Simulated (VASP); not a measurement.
AlN, 2 atoms in the cell. It takes space group F-43m (No. 216, cubic). Conventional cell: a = 4.337 Å, b = 4.337 Å, c = 4.337 Å, α = 90.00°, β = 90.00°, γ = 90.00°. Within 2.5 Å of Al (site symmetry -43m) lie 4 N at 1.88 Å. Within 2.5 Å of N (site symmetry -43m) lie 4 Al at 1.88 Å.  This cell differs from its parent crystal: strain -0.015 along x and y, -0.015 along z.

| Quantity | Value |
| --- | --- |
| Program | VASP 6.6.1 |
| Task | single point |
| Functional | PBE |
| Potentials or basis | VASP PAW PBE potentials, release 64 (Al, N) |
| Cutoff | 520 eV |
| k mesh | 10 × 10 × 10 |
| Occupations | gaussian, width 0.05 eV |
| Spin | no spin polarisation |
| Dipole correction | no |
| Further INCAR settings | ALGO = Normal; EDIFF = 1e-06; NBANDS = 11 |

Potentials or basis: VASP PAW PBE potentials, release 64 (Al, N).

Run with:

```console
$ cat potpaw_PBE.64/Al/POTCAR potpaw_PBE.64/N/POTCAR > POTCAR
$ mpirun -np 1 vasp_std > vasp.out
```

Hardware: 1 thread of Intel(R) Xeon(R) 6975P-C (Granite Rapids), with other jobs on the host.

Q: How long does it take, and how much memory?

A: It took 3.2 s on 1 thread of Intel(R) Xeon(R) 6975P-C (Granite Rapids), on a shared host, peak memory 0.13 GiB. Counts: scf iterations 12, k points 47.
